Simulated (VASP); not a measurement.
A run of VASP 6.6.1 is set up as follows.

File POSCAR:

```
KF
1.0
    2.9916352555      0.0000000000      0.0000000000
    0.0000000000      3.1788707423      0.0000000000
    0.0000000000      0.0000000000      3.1788707423
K F
1 1
Direct
    0.0000000000      0.0000000000      0.0000000000
    0.5000000000      0.5000000000      0.5000000000
```

INCAR.step1

```
SYSTEM = KF
PREC = Accurate ; ENCUT = 520
ISMEAR = 0 ; SIGMA = 0.01
LREAL = .False. ; LASPH = .True.
NELM = 80 ; NBANDS = 15
GGA = PE ; ALGO = Normal
EDIFF = 1E-4 ; LWAVE = .True.
LCHARG = .False.
```

Contents of INCAR.step2:

```
SYSTEM = KF
PREC = Accurate ; ENCUT = 520
EDIFF = 1E-6 ; ISMEAR = 0
SIGMA = 0.01 ; LREAL = .False.
LASPH = .True. ; NELM = 80
ALGO = Normal ; ISIF = 2
LWAVE = .False. ; LCHARG = .False.
METAGGA = R2SCAN ; LMIXTAU = .True.
NBANDS = 15 ; ISTART = 1
```

File KPOINTS:

```
regular mesh
0
Gamma
  8 8 8
  0 0 0
```

Potentials or basis: VASP PAW PBE potentials, release 64 (K_sv, F).

Run with:

```bash
$ cat potpaw_PBE.64/K_sv/POTCAR potpaw_PBE.64/F/POTCAR > POTCAR
$ cp INCAR.step1 INCAR
$ mpirun -np 1 vasp_std > vasp.out
$ cp INCAR.step2 INCAR
$ mpirun -np 1 vasp_std > vasp.out
```

What does it give for the pressure?

3.1 GPa.

What does it give for the band gap on the k mesh?

8.06 eV, indirect (least direct gap 8.07 eV).

Stress tensor (GPa, compression positive):
```
7.32 0.00 0.00
0.00 1.01 0.00
0.00 0.00 1.01
```

Caveat: the cell differs from its parent crystal (uniaxial x strain -5.9%); the PAW data sets were made with another functional, which shifts forces and pressure a little. A k mesh can miss the band edges.
